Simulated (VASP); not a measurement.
Here is a VASP 6.6.1 calculation.

File INCAR:

```
PREC = Accurate
ENCUT = 520
EDIFF = 1E-6
ISMEAR = -1
SIGMA = 0.05
LREAL = False
LASPH = True
NELM = 150
ALGO = Normal
ISIF = 2
LWAVE = False
LCHARG = True
ISPIN = 2
MAGMOM = 3 -3
LORBIT = 11
LMAXMIX = 4
LDAU = True
LDAUTYPE = 2
LDAUL = 2
LDAUU = 2.7
LDAUJ = 0
LDAUPRINT = 1
GGA = PE
LELF = True
LVHAR = True
NBANDS = 20
```

The input KPOINTS:

```
regular mesh
0
Gamma
  6 12 12
```

File POSCAR:

```
Co
1.0
    0.0000000000      3.5890000000      3.5890000000
    1.7945000000      0.0000000000      1.7945000000
    1.7945000000      1.7945000000      0.0000000000
Co
2
Direct
    0.0000000000      0.0000000000      0.0000000000
    0.5000000000      0.0000000000      0.0000000000
```

Potentials or basis: VASP PAW PBE potentials, release 64 (Co).

Launch:

```bash
$ cat potpaw_PBE.64/Co/POTCAR > POTCAR
$ mpirun -np 1 vasp_std > vasp.out
```

Question: Predict the net moment.

Answer: 0.00 μB per cell.

Question: Predict the band gap on the k mesh.

Answer: Zero (filled and empty bands overlap).

Question: What does it give for the pressure?

Answer: -0.6 GPa.

Question: Estimate the site moments.

Answer: Co +1.95, -1.95 μB.

Stress tensor (GPa, compression positive):
```
 -0.64 -10.06 -10.06
-10.06  -0.64  10.06
-10.06  10.06  -0.64
```

Caveat: the U is typed as a test and isn't derived for this compound. The state reached can hang on the start; a lower one may exist.
